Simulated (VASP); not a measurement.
# SnO2 (Pbcn) in VASP: notebook

Runs on SnO2. Level: LDA. Tasks: single point.

All numbers are computed with VASP 6.6.1; they aren't measurements. Logs are shortened: lines on timing, memory, paths and dates and some standing lists are left out, and cuts for length are marked.

## 1. The cell of the first run

Symmetry: Pbcn, No. 60, orthorhombic system. The conventional cell has a = 4.703 Å, b = 5.695 Å, c = 5.204 Å, α = 90.00°, β = 90.00°, γ = 90.00°. Sn (site symmetry 2) has 6 O at 2.02 to 2.10 Å within 2.7 Å. Within 2.7 Å of O (site symmetry 1) lie 3 Sn at 2.02 to 2.10 Å and 1 O at 2.61 Å.

## 2. Single point, LDA

INCAR

```
  PREC = Accurate
  ENCUT = 600
  EDIFF = 1E-6
  ISMEAR = 0
  SIGMA = 0.05
  LREAL = F
  LASPH = T
  NELM = 120
  ALGO = Normal
  ISIF = 2
  LWAVE = F
  LCHARG = T
  LELF = T
  LVHAR = T
  NBANDS = 64
  GGA_COMPAT = F
```

KPOINTS

```
regular mesh
0
Gamma
  6 4 4
```

POSCAR

```
SnO2
1.0
    4.7034523101      0.0000000000      0.0000000000
    0.0000000000      5.6951729255      0.0000000000
    0.0000000000      0.0000000000      5.2043295710
Sn O
4 8
Direct
    0.5000000000      0.6673206246      0.7500000000
    0.0000000000      0.8326793754      0.2500000000
    0.5000000000      0.3326793754      0.2500000000
    0.0000000000      0.1673206246      0.7500000000
    0.7310207140      0.6049099315      0.0776301523
    0.2310207140      0.8950900685      0.9223698477
    0.7689792860      0.8950900685      0.5776301523
    0.2689792860      0.6049099315      0.4223698477
    0.7310207140      0.3950900685      0.5776301523
    0.2310207140      0.1049099315      0.4223698477
    0.7689792860      0.1049099315      0.0776301523
    0.2689792860      0.3950900685      0.9223698477
```

Potentials or basis: VASP PAW LDA potentials, release 64 (Sn_d, O).

The run is started by

```
$ cat potpaw_LDA.64/Sn_d/POTCAR potpaw_LDA.64/O/POTCAR > POTCAR
$ mpirun -np 1 vasp_std > vasp.out
```

OUTCAR:

```text
PREC = Accurate
   ENCUT = 600
   EDIFF = 1E-6
   ISMEAR = 0
   LREAL = F
   LASPH = T
   NELM = 120
   ISIF = 2

 ion  position               nearest neighbor table
   1  0.500  0.667  0.750-   6 2.02   7 2.02   5 2.05   8 2.05   9 2.10  12 2.10   3 3.23   3 3.23
                             2 3.63   2 3.63   2 3.63   2 3.63   4 3.69   4 3.69   4 3.69   4 3.69
   2  0.000  0.833  0.250-   5 2.02   8 2.02   7 2.05   6 2.05  10 2.10  11 2.10   4 3.23   4 3.23
                             1 3.63   1 3.63   1 3.63   1 3.63   3 3.69   3 3.69   3 3.69   3 3.69
   3  0.500  0.333  0.250-  10 2.02  11 2.02   9 2.05  12 2.05   5 2.10   8 2.10   1 3.23   1 3.23
                             4 3.63   4 3.63   4 3.63   4 3.63   2 3.69   2 3.69   2 3.69   2 3.69
   4  0.000  0.167  0.750-   9 2.02  12 2.02  11 2.05  10 2.05   6 2.10   7 2.10   2 3.23   2 3.23
                             3 3.63   3 3.63   3 3.63   3 3.63   1 3.69   1 3.69   1 3.69   1 3.69
   5  0.731  0.605  0.078-   2 2.02   1 2.05   3 2.10
   6  0.231  0.895  0.922-   1 2.02   2 2.05   4 2.10
   7  0.769  0.895  0.578-   1 2.02   2 2.05   4 2.10
   8  0.269  0.605  0.422-   2 2.02   1 2.05   3 2.10
   9  0.731  0.395  0.578-   4 2.02   3 2.05   1 2.10
  10  0.231  0.105  0.422-   3 2.02   4 2.05   2 2.10
  11  0.769  0.105  0.078-   3 2.02   4 2.05   2 2.10
  12  0.269  0.395  0.922-   4 2.02   3 2.05   1 2.10

  LATTYP: Found a simple orthorhombic cell.
 ALAT       =     4.7034523101
 B/A-ratio  =     1.1064914084
 C/A-ratio  =     1.2108495101

  Lattice vectors:

 A1 = (  -4.7034523101,   0.0000000000,   0.0000000000)
 A2 = (   0.0000000000,   0.0000000000,   5.2043295710)
 A3 = (   0.0000000000,   5.6951729255,   0.0000000000)

Analysis of symmetry for initial positions (statically):
=====================================================================
 Subroutine PRICEL returns:
 Original cell was already a primitive cell.

 Routine SETGRP: Setting up the symmetry group for a
 simple orthorhombic supercell.

 Subroutine GETGRP returns: Found  8 space group operations
 (whereof  2 operations were pure point group operations)
 out of a pool of  8 trial point group operations.

The static configuration has the point symmetry S_2 .
 The point group associated with its full space group is D_2h.

Analysis of symmetry for dynamics (positions and initial velocities):
=====================================================================
 Subroutine PRICEL returns:
 Original cell was already a primitive cell.

 Routine SETGRP: Setting up the symmetry group for a
[... 141 lines left out ...]
   EFERMI =   0.00;   METHOD = LEGACY
   ISMEAR =     0;   SIGMA  =   0.05  broadening in eV -4-tet -1-fermi 0-gaus
   EFERMI_NEDOS =   21; number of points for ismear=-14 and -15
   IALGO  =     38    algorithm
   IMIX   =      4    mixing-type and parameters
     AMIX     =   0.40;   BMIX     =  1.00
     AMIX_MAG =   1.60;   BMIX_MAG =  1.00
  volume/ion in A,a.u.               =      11.62        78.40
  Fermi-wavevector in a.u.,A,eV,Ry     =   1.484761  2.805791 29.994238  2.204514
  Thomas-Fermi vector in A             =   2.598257
   LORBIT       =      0    0 simple, 1 ext, 2 COOP (PROOUT), +10 PAW based schemes
   GGA     = CA    functional components
   LHFCALC =     F    Hartree Fock is set to
   AEXX    =    0.0000 exact exchange contribution
   IVDW    =     0    specifies the selected vdW correction
   LEPSILON=     F    determine dielectric tensor
   LRPA    =     F    only Hartree local field effects (RPA)
 non-spin polarized calculation
 Gauss-broadening in eV      SIGMA  =   0.05
  energy-cutoff  :      600.00
  volume of cell :      139.41
 maximum number of plane-waves:      4679
 NGX is ok and might be reduce to    40
   NGX = 19   NGY = 23   NGZ = 21

 number of electron     104.0000008 magnetization

 Free energy of the ion-electron system (eV)
  ---------------------------------------------------
  ext. energy  EPLUGINS =         0.00000000
  ---------------------------------------------------
  free energy    TOTEN  =       -84.43498355 eV

  energy without entropy =      -84.43498355  energy(sigma->0) =      -84.43498355

 E-fermi :   6.1041     XC(G=0): -11.9739

 val. band max:        5.8530396226   @ k =   0.0000   0.0000   0.0000
 cond. band min:       7.3915627710   @ k =   0.0000   0.0000   0.0000
 fundamental gap:      1.5385231484
 Fermi energy:         6.1041232188

 k-point     1 :       0.0000    0.0000    0.0000
  band No.  band energies     occupation
      1     -14.7032      2.00000
      2     -14.5674      2.00000
      3     -14.4785      2.00000
      4     -14.1674      2.00000
      5     -14.0284      2.00000
      6     -13.8638      2.00000
[... 1597 lines left out ...]
     63      16.6359      0.00000
     64      16.6361      0.00000

 [... further k-points ...]

------------------------ aborting loop because EDIFF is reached ----------------------------------------

  FORCE on cell =-STRESS in cart. coord.  units (eV):
  Direction    XX          YY          ZZ          XY          YZ          ZX
  --------------------------------------------------------------------------------------
  -------------------------------------------------------------------------------------
  Total        0.6731938      0.6762911      0.8415097      0.0000000      0.0000000      0.0000000
  in kB        7.7368151      7.7724112      9.6712204      0.0000000      0.0000000      0.0000000
  external PRESSURE =       8.3934823 kB  Pullay stress =       0.0000000 kB

 VOLUME and BASIS-vectors are now :
 -----------------------------------------------------------------------------
  energy-cutoff  :      600.00
  volume of cell :      139.41
      direct lattice vectors                 reciprocal lattice vectors
     4.703452310  0.000000000  0.000000000     0.212609788  0.000000000  0.000000000
     0.000000000  5.695172925  0.000000000     0.000000000  0.175587293  0.000000000
     0.000000000  0.000000000  5.204329571     0.000000000  0.000000000  0.192147708

 POSITION                                       TOTAL-FORCE (eV/Angst)
 -----------------------------------------------------------------------------------
      2.35173      3.80051      3.90325         0.000000      0.019306      0.000000
      0.00000      4.74225      1.30108        -0.000000     -0.019306      0.000000
      2.35173      1.89467      1.30108        -0.000000     -0.019306      0.000000
      0.00000      0.95292      3.90325         0.000000      0.019306      0.000000
      3.43832      3.44507      0.40401         0.012960     -0.008095      0.005030
      1.08659      5.09769      4.80032         0.012960      0.008095     -0.005030
      3.61686      5.09769      3.00618        -0.012960      0.008095      0.005030
      1.26513      3.44507      2.19815        -0.012960     -0.008095     -0.005030
      3.43832      2.25011      3.00618         0.012960      0.008095      0.005030
      1.08659      0.59748      2.19815         0.012960     -0.008095     -0.005030
      3.61686      0.59748      0.40401        -0.012960     -0.008095      0.005030
      1.26513      2.25011      4.80032        -0.012960      0.008095     -0.005030
 -----------------------------------------------------------------------------------
    total drift:                               -0.000000      0.000000     -0.000000

  FREE ENERGIE OF THE ION-ELECTRON SYSTEM (eV)
  ---------------------------------------------------
  free  energy   TOTEN  =       -84.4349835498 eV

  energy  without entropy=      -84.4349835498  energy(sigma->0) =      -84.43498355
```

OSZICAR:

```text
N       E                     dE             d eps       ncg     rms          rms(c)
DAV:   1     0.169491520569E+04    0.16949E+04   -0.52468E+04  5320   0.284E+03
DAV:   2     0.285196610358E+03   -0.14097E+04   -0.13339E+04  4800   0.870E+02
DAV:   3    -0.642658619882E+02   -0.34946E+03   -0.33961E+03  4960   0.300E+02
DAV:   4    -0.958045752603E+02   -0.31539E+02   -0.31196E+02  5776   0.988E+01
DAV:   5    -0.967206514772E+02   -0.91608E+00   -0.91329E+00  5496   0.174E+01    0.222E+01
DAV:   6    -0.844661090913E+02    0.12255E+02   -0.41509E+01  7400   0.710E+01    0.834E+00
DAV:   7    -0.846202161754E+02   -0.15411E+00   -0.49543E+00  5200   0.921E+00    0.470E+00
DAV:   8    -0.844795863370E+02    0.14063E+00   -0.77240E-01  6648   0.624E+00    0.123E+00
DAV:   9    -0.844349616199E+02    0.44625E-01   -0.22760E-01  6920   0.498E+00    0.256E-01
DAV:  10    -0.844349205256E+02    0.41094E-04   -0.16957E-02  6808   0.983E-01    0.827E-02
DAV:  11    -0.844349775613E+02   -0.57036E-04   -0.12476E-03  6624   0.339E-01    0.243E-02
DAV:  12    -0.844349954762E+02   -0.17915E-04   -0.15180E-04  6248   0.748E-02    0.269E-02
DAV:  13    -0.844349829178E+02    0.12558E-04   -0.52234E-05  6648   0.739E-02    0.163E-03
DAV:  14    -0.844349835498E+02   -0.63196E-06   -0.61215E-06  4496   0.116E-02
   1 F= -.84434984E+02 E0= -.84434984E+02  d E =-.593012E-14
```

stdout:

```text
POSCAR found type information on POSCAR SnO
 POSCAR found :  2 types and      12 ions
 scaLAPACK will be used
 LDA part: xc-table for (Slater(with rela. corr.)+CA(PZ))
 , standard interpolation
 POSCAR, INCAR and KPOINTS ok, starting setup
 FFT: planning ... GRIDC
 FFT: planning ... GRID_SOFT
 FFT: planning ... GRID
 WAVECAR not read
 entering main loop
```

It took 12 min on 1 thread of Intel Xeon 8259CL, shared host; peak memory 0.4 GiB.

What came out:

| Property | Result |
| --- | --- |
| Free energy | -84.4350 eV |
| Pressure | 0.8 GPa |
| Largest force | 0.019 eV/Å |
| Band gap on the k mesh | 1.54 eV |

Forces on the atoms (eV/Å):
```
Sn   0.000  0.019  0.000
Sn   0.000 -0.019  0.000
Sn   0.000 -0.019  0.000
Sn   0.000  0.019  0.000
O    0.013 -0.008  0.005
O    0.013  0.008 -0.005
O   -0.013  0.008  0.005
O   -0.013 -0.008 -0.005
O    0.013  0.008  0.005
O    0.013 -0.008 -0.005
O   -0.013 -0.008  0.005
O   -0.013  0.008 -0.005
```

Stress tensor (GPa, compression positive):
```
0.77 0.00 0.00
0.00 0.78 0.00
0.00 0.00 0.97
```

Caveat: spin-orbit coupling is left out, which moves the levels of the heavy elements.

(Continued in part 2 of 2.)
